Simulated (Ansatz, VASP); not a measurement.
## One calculation of Ta2Al5, two programs

```xyz
7
Lattice="3.5803 -5.8188 0.0000 3.5803 5.8188 0.0000 0.0000 0.0000 2.9433" Properties=species:S:1:pos:R:3 pbc="T T T"
Ta    3.5803   -2.4015    1.4717
Ta    3.5803    2.4015    1.4717
Al    1.3274   -1.4376    0.0000
Al    5.8332    1.4376    0.0000
Al    5.8332   -1.4376    0.0000
Al    1.3274    1.4376    0.0000
Al    3.5803    0.0000    0.0000
```

Alike in both runs: functional PBE; k mesh 3 × 3 × 4; occupations gaussian, width 0.2 eV; no spin polarisation.

Ansatz relaxed the structure, and its values are those at the end. VASP's run is a single point on that final structure, the one shown.

|  | VASP | Ansatz |
| --- | --- | --- |
| version | VASP 6.6.1 | Ansatz 0.2.0 |
| potentials or method | VASP PAW PBE potentials, release 64 (Ta_pv, Al), cutoff 520 eV | scalar-relativistic, plane waves, PAW |
| valence electrons in the cell | 37 | 41 |

```csv
,VASP,Ansatz,Ansatz less VASP
gap on the k mesh at the Fermi level (eV),none,none,-
pressure (GPa),-0.2,-0.2,-0.02
rms of the force components (eV/Å),0.033,0.035,+0.0021
```

A gap of «none» marks a metal or a gap that the smearing closes. With one functional, cell and mesh, what is left measures potentials, basis and numerics. VASP's potentials hold 37 valence electrons a cell and Ansatz's 41, so a difference there can come from the potentials and not from the codes.

The k mesh is coarse, so the values compare programs but aren't converged. Neither program's run includes spin-orbit coupling.
